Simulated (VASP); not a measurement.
# Ta4Ge (P6/mmm) in VASP: notebook

The runs below take Ta4Ge through single point, with PBE.

All numbers are computed with VASP 6.6.1; they aren't measurements. Logs are shortened: lines on timing, memory, paths and dates and some standing lists are left out, and cuts for length are marked.

## Step 1: The cell of the first run

The structure is hexagonal, space group P6/mmm (No. 191). The conventional cell has a = 5.417 Å, b = 5.417 Å, c = 4.716 Å, α = 90.00°, β = 90.00°, γ = 120.00°. Ta (site symmetry mmm) has 8 Ta at 2.71 to 3.59 Å and 2 Ge at 2.71 Å within 3.6 Å. Ta (site symmetry 6/mmm) has 2 Ge at 2.36 Å within 3.1 Å. Ge (site symmetry 6/mmm) has 8 Ta at 2.36 to 2.71 Å within 3.1 Å.

## Step 2: Single point, PBE

INCAR reads:

```
SYSTEM = Ta4Ge
PREC = Accurate ; ENCUT = 500
EDIFF = 1E-6 ; ISMEAR = 0
SIGMA = 0.2 ; LREAL = .FALSE.
LASPH = .TRUE. ; NELM = 120
ALGO = Normal ; ISIF = 2
LWAVE = .FALSE. ; LCHARG = .FALSE.
GGA = PE ; NBANDS = 37
GGA_COMPAT = .FALSE.
```

KPOINTS reads:

```
regular mesh
0
G
  4 4 3
  0 0 0
```

POSCAR reads:

```
Ta4Ge
1.0
    5.4174136328      0.0000000000      0.0000000000
   -2.7087068164      4.6916178288      0.0000000000
    0.0000000000      0.0000000000      4.7162646237
Ta Ge
4 1
Direct
    0.5000000000      0.0000000000      0.5000000000
    0.0000000000      0.5000000000      0.5000000000
    0.5000000000      0.5000000000      0.5000000000
    0.0000000000      0.0000000000      0.0000000000
    0.0000000000      0.0000000000      0.5000000000
```

Potentials or basis: VASP PAW PBE potentials, release 64 (Ta_pv, Ge_d).

Command:

```bash
> cat potpaw_PBE.64/Ta_pv/POTCAR potpaw_PBE.64/Ge_d/POTCAR > POTCAR
> mpirun -np 1 vasp_std > vasp.out
```

OUTCAR:

```text
SYSTEM = Ta4Ge
   PREC = Accurate
   ENCUT = 500
   EDIFF = 1E-6
   ISMEAR = 0
   LREAL = .FALSE.
   LASPH = .TRUE.
   NELM = 120
   ISIF = 2
   GGA = PE

 ion  position               nearest neighbor table
   1  0.500  0.000  0.500-   2 2.71   3 2.71   3 2.71   2 2.71   5 2.71   5 2.71   4 3.59   4 3.59
                             4 3.59   4 3.59
   2  0.000  0.500  0.500-   1 2.71   5 2.71   5 2.71   1 2.71   3 2.71   3 2.71   4 3.59   4 3.59
                             4 3.59   4 3.59
   3  0.500  0.500  0.500-   1 2.71   5 2.71   1 2.71   5 2.71   2 2.71   2 2.71   4 3.59   4 3.59
                             4 3.59   4 3.59
   4  0.000  0.000  0.000-   5 2.36   5 2.36   2 3.59   2 3.59   3 3.59   3 3.59   2 3.59   2 3.59
                             3 3.59   3 3.59   1 3.59   1 3.59   1 3.59   1 3.59
   5  0.000  0.000  0.500-   4 2.36   4 2.36   2 2.71   3 2.71   2 2.71   3 2.71   1 2.71   1 2.71

  LATTYP: Found a hexagonal cell.
 ALAT       =     5.4174136328
 C/A-ratio  =     0.8705749539

  Lattice vectors:

 A1 = (   5.4174136328,   0.0000000000,   0.0000000000)
 A2 = (  -2.7087068164,   4.6916178288,   0.0000000000)
 A3 = (   0.0000000000,   0.0000000000,   4.7162646237)

Analysis of symmetry for initial positions (statically):
=====================================================================
 Subroutine PRICEL returns:
 Original cell was already a primitive cell.

 Routine SETGRP: Setting up the symmetry group for a
 hexagonal supercell.

 Subroutine GETGRP returns: Found 24 space group operations
 (whereof 24 operations were pure point group operations)
 out of a pool of 24 trial point group operations.

The static configuration has the point symmetry D_6h.

Analysis of symmetry for dynamics (positions and initial velocities):
=====================================================================
 Subroutine PRICEL returns:
 Original cell was already a primitive cell.

 Routine SETGRP: Setting up the symmetry group for a
 hexagonal supercell.

 Subroutine GETGRP returns: Found 24 space group operations
 (whereof 24 operations were pure point group operations)
 out of a pool of 24 trial point group operations.

The dynamic configuration has the point symmetry D_6h.

 Subroutine INISYM returns: Found 24 space group operations
 (whereof 24 operations are pure point group operations),
 and found     1 'primitive' translations

----------------------------------------------------------------------------------------

                                     Primitive cell

  volume of cell :     119.8706

  direct lattice vectors                    reciprocal lattice vectors
     5.417413633  0.000000000  0.000000000     0.184589929  0.106573045  0.000000000
    -2.708706816  4.691617829  0.000000000     0.000000000  0.213146091  0.000000000
     0.000000000  0.000000000  4.716264624     0.000000000  0.000000000  0.212032208

  length of vectors
     5.417413633  5.417413633  4.716264624     0.213146091  0.213146091  0.212032208

  position of ions in fractional coordinates (direct lattice)
     0.500000000  0.000000000  0.500000000
     0.000000000  0.500000000  0.500000000
     0.500000000  0.500000000  0.500000000
     0.000000000  0.000000000  0.000000000
     0.000000000  0.000000000  0.500000000

  ion indices of the primitive-cell ions
   primitive index   ion index
                 1           1
                 2           2
                 3           3
                 4           4
                 5           5

----------------------------------------------------------------------------------------

 KPOINTS: regular mesh

Automatic generation of k-mesh.
 Grid dimensions read from file:
 generate k-points for:    4    4    3

 Generating k-lattice:

  Cartesian coordinates                     Fractional coordinates (reciprocal lattice)
     0.046147482  0.026643261  0.000000000     0.250000000  0.000000000  0.000000000
     0.000000000  0.053286523  0.000000000     0.000000000  0.250000000  0.000000000
     0.000000000  0.000000000  0.070677403     0.000000000  0.000000000  0.333333333

  Length of vectors
     0.053286523  0.053286523  0.070677403

  Shift w.r.t. Gamma in fractional coordinates (k-lattice)
     0.000000000  0.000000000  0.000000000

 Subroutine IBZKPT returns following result:
 ===========================================

 Found      8 irreducible k-points:

 Following reciprocal coordinates:
            Coordinates               Weight
  0.000000  0.000000  0.000000      1.000000
  0.250000  0.000000  0.000000      6.000000
  0.500000  0.000000  0.000000      3.000000
  0.250000  0.250000  0.000000      6.000000
  0.000000  0.000000  0.333333      2.000000
  0.250000  0.000000  0.333333     12.000000
  0.500000  0.000000  0.333333      6.000000
  0.250000  0.250000  0.333333     12.000000
   k-points           NKPTS =      8   k-points in BZ     NKDIM =      8   number of bands    NBANDS=     37
   number of dos      NEDOS =    301   number of ions     NIONS =      5
   total plane-waves  NPLWV =  57600
   dimension x,y,z NGX =    40 NGY =   40 NGZ =   36
   dimension x,y,z NGXF=    80 NGYF=   80 NGZF=   72
   ions per type =               4   1
   NGX,Y,Z   is equivalent  to a cutoff of  12.27, 12.27, 12.69 a.u.
   NGXF,Y,Z  is equivalent  to a cutoff of  24.55, 24.55, 25.38 a.u.
 SYSTEM =  Ta4Ge
   PREC   = accura    normal or accurate (medium, high low for compatibility)
   ISTART =      0    job   : 0-new  1-cont  2-samecut
   ICHARG =      2    charge: 1-file 2-atom 10-const
   ISPIN  =      1    spin polarized calculation?
   LNONCOLLINEAR =      F non collinear calculations
   LSORBIT =      F    spin-orbit coupling
   LASPH  =      T    aspherical Exc in radial PAW
   ENCUT  =  500.0 eV  36.75 Ry    6.06 a.u.   9.88  9.88  8.60*2*pi/ulx,y,z
   NELM   =    120;   NELMIN=  2; NELMDL= -5     # of ELM steps
   EDIFF  = 0.1E-05   stopping-criterion for ELM
   LREAL  =      F    real-space projection
   EDIFFG = 0.1E-04   stopping-criterion for IOM
   NSW    =      0    number of steps for IOM
   IBRION =     -1    ionic relax: 0-MD 1-quasi-New 2-CG
   NFREE  =      0    steps in history (QN), initial steepest desc. (CG)
   ISIF   =      2    stress and relaxation
   ISYM   =      2    0-nonsym 1-usesym 2-fastsym
   POTIM  = 0.5000    time-step for ionic-motion
   TEBEG  =    0.0;   TEEND  =   0.0 temperature during run
   PSTRESS=    0.0 pullay stress
   NELECT =      58.0000    total number of electrons
   NUPDOWN=      -1.0000    fix difference up-down
   EMIN   =  10.00;   EMAX   =-10.00  energy-range for DOS
   EFERMI =   0.00;   METHOD = LEGACY
   ISMEAR =     0;   SIGMA  =   0.20  broadening in eV -4-tet -1-fermi 0-gaus
   EFERMI_NEDOS =   21; number of points for ismear=-14 and -15
   IALGO  =     38    algorithm
   IMIX   =      4    mixing-type and parameters
     AMIX     =   0.40;   BMIX     =  1.00
     AMIX_MAG =   1.60;   BMIX_MAG =  1.00
  volume/ion in A,a.u.               =      23.97       161.79
  Fermi-wavevector in a.u.,A,eV,Ry     =   1.285227  2.428727 22.474224  1.651809
  Thomas-Fermi vector in A             =   2.417374
   LORBIT       =      0    0 simple, 1 ext, 2 COOP (PROOUT), +10 PAW based schemes
   GGA     = PE    functional components
   LHFCALC =     F    Hartree Fock is set to
   AEXX    =    0.0000 exact exchange contribution
   IVDW    =     0    specifies the selected vdW correction
   LEPSILON=     F    determine dielectric tensor
   LRPA    =     F    only Hartree local field effects (RPA)
 non-spin polarized calculation
 Gauss-broadening in eV      SIGMA  =   0.20
  energy-cutoff  :      500.00
  volume of cell :      119.87
 maximum number of plane-waves:      3064
 NGX is ok and might be reduce to    40
   NGX = 19   NGY = 19   NGZ = 17

 number of electron      57.9999992 magnetization

 Free energy of the ion-electron system (eV)
  ---------------------------------------------------
  ext. energy  EPLUGINS =         0.00000000
  ---------------------------------------------------
  free energy    TOTEN  =       -44.91066508 eV

  energy without entropy =      -44.78021905  energy(sigma->0) =      -44.84544206

 E-fermi :   3.5997     XC(G=0): -10.6552

 val. band max:        3.5031412592   @ k =   0.2500   0.2500   0.0000
 cond. band min:       3.7050411578   @ k =   0.0000   0.0000   0.3333
 fundamental gap:      0.2018998985
 Fermi energy:         3.5997407106

 k-point     1 :       0.0000    0.0000    0.0000
  band No.  band energies     occupation
      1     -31.6285      2.00000
      2     -31.3955      2.00000
      3     -31.3955      2.00000
      4     -31.2730      2.00000
      5     -31.1810      2.00000
      6     -31.1810      2.00000
[... 29 lines left out ...]
     36       6.4907      0.00000
     37       7.0871      0.00000

 k-point     2 :       0.2500    0.0000    0.0000
  band No.  band energies     occupation
      1     -31.4741      2.00000
      2     -31.3893      2.00000
      3     -31.3876      2.00000
      4     -31.2677      2.00000
      5     -31.1467      2.00000
      6     -31.0658      2.00000
[... 29 lines left out ...]
     36       5.8407      0.00000
     37       6.5653      0.00000

 k-point     3 :       0.5000    0.0000    0.0000
  band No.  band energies     occupation
      1     -31.3858      2.00000
      2     -31.3829      2.00000
      3     -31.3427      2.00000
      4     -31.2626      2.00000
      5     -30.9850      2.00000
      6     -30.9113      2.00000
[... 29 lines left out ...]
     36       5.0894      0.00000
     37       6.5202      0.00000

 k-point     4 :       0.2500    0.2500    0.0000
  band No.  band energies     occupation
      1     -31.3856      2.00000
      2     -31.3839      2.00000
      3     -31.2627      2.00000
      4     -31.2411      2.00000
      5     -31.1128      2.00000
      6     -30.9833      2.00000
[... 29 lines left out ...]
     36       6.0383      0.00000
     37       6.2711      0.00000

 k-point     5 :       0.0000    0.0000    0.3333
  band No.  band energies     occupation
      1     -31.6283      2.00000
      2     -31.3867      2.00000
      3     -31.3867      2.00000
      4     -31.2933      2.00000
      5     -31.1908      2.00000
      6     -31.1908      2.00000
[... 29 lines left out ...]
     36       6.9658      0.00000
     37       6.9928      0.00000

 k-point     6 :       0.2500    0.0000    0.3333
  band No.  band energies     occupation
      1     -31.4739      2.00000
      2     -31.3870      2.00000
      3     -31.3856      2.00000
      4     -31.3012      2.00000
      5     -31.1412      2.00000
      6     -31.0710      2.00000
[... 29 lines left out ...]
     36       6.4612      0.00000
     37       6.5392      0.00000

 k-point     7 :       0.5000    0.0000    0.3333
  band No.  band energies     occupation
      1     -31.3879      2.00000
      2     -31.3852      2.00000
      3     -31.3617      2.00000
      4     -31.2770      2.00000
      5     -30.9820      2.00000
      6     -30.9151      2.00000
[... 29 lines left out ...]
     36       6.0050      0.00000
     37       6.2467      0.00000

 k-point     8 :       0.2500    0.2500    0.3333
  band No.  band energies     occupation
      1     -31.3874      2.00000
      2     -31.3860      2.00000
      3     -31.3071      2.00000
      4     -31.2417      2.00000
      5     -31.0977      2.00000
      6     -30.9827      2.00000
[... 29 lines left out ...]
     36       6.4167      0.00000
     37       6.5953      0.00000

------------------------ aborting loop because EDIFF is reached ----------------------------------------

  FORCE on cell =-STRESS in cart. coord.  units (eV):
  Direction    XX          YY          ZZ          XY          YZ          ZX
  --------------------------------------------------------------------------------------
  -------------------------------------------------------------------------------------
  Total        0.4141336      0.4141336     -0.0873209      0.0000000      0.0000000      0.0000000
  in kB        5.5352625      5.5352625     -1.1671216      0.0000000      0.0000000      0.0000000
  external PRESSURE =       3.3011345 kB  Pullay stress =       0.0000000 kB

 VOLUME and BASIS-vectors are now :
 -----------------------------------------------------------------------------
  energy-cutoff  :      500.00
  volume of cell :      119.87
      direct lattice vectors                 reciprocal lattice vectors
     5.417413633  0.000000000  0.000000000     0.184589929  0.106573045  0.000000000
    -2.708706816  4.691617829  0.000000000     0.000000000  0.213146091  0.000000000
     0.000000000  0.000000000  4.716264624     0.000000000  0.000000000  0.212032208

 POSITION                                       TOTAL-FORCE (eV/Angst)
 -----------------------------------------------------------------------------------
      2.70871      0.00000      2.35813        -0.000000      0.000000      0.000000
     -1.35435      2.34581      2.35813         0.000000      0.000000      0.000000
      1.35435      2.34581      2.35813        -0.000000      0.000000      0.000000
      0.00000      0.00000      0.00000        -0.000000      0.000000      0.000000
      0.00000      0.00000      2.35813        -0.000000      0.000000      0.000000
 -----------------------------------------------------------------------------------
    total drift:                               -0.000000      0.000000     -0.000000

  FREE ENERGIE OF THE ION-ELECTRON SYSTEM (eV)
  ---------------------------------------------------
  free  energy   TOTEN  =       -44.9106650766 eV

  energy  without entropy=      -44.7802190461  energy(sigma->0) =      -44.84544206
```

It took 17 s on 1 thread of Intel Xeon 6975P-C (Granite Rapids), shared host; peak memory 0.23 GiB.

Results:

- Free energy: -44.9107 eV
- Pressure: 0.3 GPa
- Band gap on the k mesh: zero (band 29 reaches 3.71 eV, above the bottom of band 30 at 3.35 eV)

Levels at points of the mesh, in eV from the Fermi level:
```
           k point  band 27  band 28  band 29  band 30  band 31  band 32
(0.00, 0.00, 0.00)    -1.61    -0.78    -0.25    -0.25     0.57     2.43
(0.50, 0.00, 0.00)    -0.83    -0.33    -0.28    -0.10     0.37     0.83
```

Caveat: the k points lie up to 0.44 Å⁻¹ apart; spin-orbit coupling is left out, which moves the levels of the heavy elements.

## Step 3: Single point, PBE

This run uses another cell than the first one, of 20.37 Å³/atom, 0.850 times its volume.

INCAR reads:

```
ALGO     = Normal         # electronic algorithm
EDIFF    = 1E-6           # SCF threshold, eV
ENCUT    = 500            # plane-wave cutoff, eV
GGA      = PE             # functional
GGA_COMPAT= False        
ISIF     = 2              # what is computed and relaxed
ISMEAR   = 0              # smearing method
LASPH    = True           # aspherical terms in the spheres
LCHARG   = False          # write CHGCAR
LREAL    = False          # projectors in reciprocal space
LWAVE    = False          # write WAVECAR
NBANDS   = 37             # bands
NELM     = 120            # most SCF steps
PREC     = Accurate       # precision mode
SIGMA    = 0.2            # smearing width, eV
```

KPOINTS reads:

```
k-points
0
Gamma
  5 5 2
```

POSCAR reads:

```
Ta4Ge
1.0
    4.5935813950     -0.0000000033      0.0000000000
   -2.2967906947      3.9781581841      0.0000000000
    0.0000000000      0.0000000000      5.5740359166
Ta Ge
4 1
Direct
    0.3333333333      0.6666666667      0.2537749046
    0.6666666667      0.3333333333      0.2537749046
    0.6666666667      0.3333333333      0.7462250954
    0.3333333333      0.6666666667      0.7462250954
    0.0000000000      0.0000000000      0.0000000000
```

Potentials or basis: VASP PAW PBE potentials, release 64 (Ta_pv, Ge_d).

Command:

```bash
> cat potpaw_PBE.64/Ta_pv/POTCAR potpaw_PBE.64/Ge_d/POTCAR > POTCAR
> mpirun -np 1 vasp_std > vasp.out
```

Run time: 16 s. Hardware: 1 thread of Intel Xeon 6975P-C (Granite Rapids), shared host; peak memory 0.23 GiB.

It converged, with:

* Free energy: -47.5282 eV
* Pressure: 0.5 GPa
* Largest force: 0.035 eV/Å
* Band gap on the k mesh: zero (band 29 reaches 5.47 eV, above the bottom of band 30 at 4.71 eV)

Forces on the atoms (eV/Å):
```
Ta   0.000  0.000  0.035
Ta   0.000  0.000  0.035
Ta   0.000  0.000 -0.035
Ta   0.000  0.000 -0.035
Ge   0.000  0.000  0.000
```

Stress tensor (GPa, compression positive):
```
0.68 0.00 0.00
0.00 0.68 0.00
0.00 0.00 0.13
```

Levels at points of the mesh, in eV from the Fermi level:
| k point | band 25 | band 26 | band 27 | band 28 | band 29 | band 30 | band 31 | band 32 | band 33 | band 34 |
| --- | --- | --- | --- | --- | --- | --- | --- | --- | --- | --- |
| (0.00, 0.00, 0.00) | -2.13 | -1.56 | 0.14 | 0.14 | 0.65 | 0.65 | 0.73 | 0.73 | 1.50 | 1.50 |
| (0.00, 0.00, 0.50) | -1.10 | -0.94 | -0.94 | -0.22 | -0.22 | 0.27 | 1.35 | 1.35 | 1.48 | 1.48 |

Caveat: the k points lie up to 0.56 Å⁻¹ apart; spin-orbit coupling is left out, which moves the levels of the heavy elements.

## Step 4: Single point, PBE

This run uses another cell than the first one, of 21.46 Å³/atom, 0.895 times its volume.

INCAR reads:

```
PREC     = Accurate       # precision mode
ENCUT    = 500            # plane-wave cutoff, eV
EDIFF    = 1E-6           # SCF threshold, eV
ISMEAR   = 0              # smearing method
SIGMA    = 0.2            # smearing width, eV
LREAL    = False          # projectors in reciprocal space
LASPH    = True           # aspherical terms in the spheres
NELM     = 120            # most SCF steps
ALGO     = Normal         # electronic algorithm
ISIF     = 2              # what is computed and relaxed
LWAVE    = False          # write WAVECAR
LCHARG   = True           # write CHGCAR
GGA      = PE             # functional
LELF     = True           # ELF
LVHAR    = True         
NBANDS   = 37             # bands
GGA_COMPAT= False
```

KPOINTS reads:

```
regular mesh
0
Gamma
  5 5 3
```

POSCAR reads:

```
Ta4Ge
1.0
    4.7783580394     -0.0000000034      0.0000000000
   -2.3891790168      4.1381794522      0.0000000000
    0.0000000000      0.0000000000      5.4260134785
Ta Ge
4 1
Direct
    0.3333333333      0.6666666667      0.5000000000
    0.6666666667      0.3333333333      0.5000000000
    0.3333333333      0.6666666667      0.0000000000
    0.6666666667      0.3333333333      0.0000000000
    0.0000000000      0.0000000000      0.0000000000
```

Command:

```bash
> cat potpaw_PBE.64/Ta_pv/POTCAR potpaw_PBE.64/Ge_d/POTCAR > POTCAR
> mpirun -np 1 vasp_std > vasp.out
```

It took 18 s on 1 thread of Intel Xeon 6975P-C (Granite Rapids), shared host; peak memory 0.22 GiB.

Results (log left out):

* Free energy: -47.4172 eV
* Pressure: 0.2 GPa
* Band gap on the k mesh: zero (band 29 reaches 4.84 eV, above the bottom of band 30 at 4.19 eV)

Stress tensor (GPa, compression positive):
```
0.28 0.00 0.00
0.00 0.28 0.00
0.00 0.00 0.18
```

Levels at points of the mesh, in eV from the Fermi level:
```tsv
k point	band 25	band 26	band 27	band 28	band 29	band 30	band 31	band 32	band 33	band 34
(0.00, 0.00, 0.00)	-1.82	-1.56	-0.14	-0.14	0.44	0.44	0.89	0.89	0.94	1.48
```

Caveat: the k points lie up to 0.39 Å⁻¹ apart; spin-orbit coupling is left out, which moves the levels of the heavy elements.

## Step 5: Overview

| cell | k mesh | gap on the mesh (eV) | pressure (GPa) |
| --- | --- | --- | --- |
| a = 5.417, b = 5.417, c = 4.716 Å, angles 90.0, 90.0, 120.0°, 5 atoms | 4 × 4 × 3 | none | 0.3 |
| a = 4.594, b = 4.594, c = 5.574 Å, angles 90.0, 90.0, 120.0°, 5 atoms | 5 × 5 × 2 | none | 0.5 |
| a = 4.778, b = 4.778, c = 5.426 Å, angles 90.0, 90.0, 120.0°, 5 atoms | 5 × 5 × 3 | none | 0.2 |

Alike in all rows: task single point; level PBE; potentials or basis VASP PAW PBE potentials, release 64 (Ta_pv, Ge_d); no spin polarisation; cutoff (eV) 500; smearing gaussian 0.2 eV.

Caveats: all runs use coarse meshes; spin-orbit coupling is left out, which moves the levels of the heavy elements.

Total energies depend on the potentials used, so only differences within one code and one set of settings carry meaning.
